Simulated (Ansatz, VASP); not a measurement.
**FeO: VASP beside Ansatz**

Contents of INCAR:

```
ALGO = Normal ; EDIFF = 1E-6
ENCUT = 600 ; GGA = PE
GGA_COMPAT = F ; ISIF = 2
ISMEAR = 0 ; ISPIN = 2
LASPH = T ; LCHARG = F
LMAXMIX = 4 ; LORBIT = 11
LREAL = F ; LWAVE = F
MAGMOM = 3.79 0.35 ; NBANDS = 18
NELM = 200 ; PREC = Accurate
SIGMA = 0.15
```

File KPOINTS:

```
k-points
0
Gamma
  20 20 20
```

File POSCAR:

```
FeO
1.0
    0.0000000000      2.1554000000      1.9829680000
    2.1554000000      0.0000000000      1.9829680000
    2.1554000000      2.1554000000      0.0000000000
Fe O
1 1
Direct
    0.0000000000      0.0000000000      0.0000000000
    0.5000000000      0.5000000000      0.5000000000
```

Input for Ansatz:

```yaml
crystal:
  lattice:
    - [0.0, 2.1554, 1.982968]
    - [2.1554, 0.0, 1.982968]
    - [2.1554, 2.1554, 0.0]
  atoms:
    - { symbol: Fe, position: [0.0, 0.0, 0.0], spin: 3.79 }
    - { symbol: O, position: [0.5, 0.5, 0.5], spin: 0.35 }
basis:
  ecutwfc: 420
kpoints:
  mp_grid: { grid: [20, 20, 20] }
hamiltonian:
  xc: pbe
scf:
  occupations: { method: gaussian, width: 0.15 }
output:
  forces: true
  stress: true
  eigenvalues: true
  populations: true
magnetization:
  spin_polarized: true
```

Change from the starting cell: strain +0.000 along x and y, -0.080 along z, atoms carried along.

Alike in both runs: task single point; functional PBE; k mesh 20 × 20 × 20; occupations gaussian, width 0.15 eV; collinear spin.

|  | VASP | Ansatz |
| --- | --- | --- |
| version | VASP 6.6.1 | Ansatz 0.2.0 |
| potentials or method | VASP PAW PBE potentials, release 64 (Fe, O), cutoff 600 eV | scalar-relativistic, plane waves, PAW |
| valence electrons in the cell | 14 | 22 |

VASP gave:

| Item | Value |
| --- | --- |
| gap on the k mesh at the Fermi level (eV) | none |
| pressure (GPa) | 19.5 |
| traceless stress, the component that is largest in VASP (GPa) | 12.02 |
| net moment per atom (μB) | 1.94 |
| size of the moment on the site where the two differ most (μB) | 3.50 |

Problem. What did Ansatz give for the same quantities?

Solution. gap on the k mesh at the Fermi level (eV): none; pressure (GPa): 19.3; traceless stress, the component that is largest in VASP (GPa): 11.48; net moment per atom (μB): 1.94; size of the moment on the site where the two differ most (μB): 3.24.

Site moments also hang on the region over which each program counts them. A gap of «none» marks a metal or a gap that the smearing closes. VASP's potentials hold 14 valence electrons a cell and Ansatz's 22, so a difference there can come from the potentials and not from the codes.
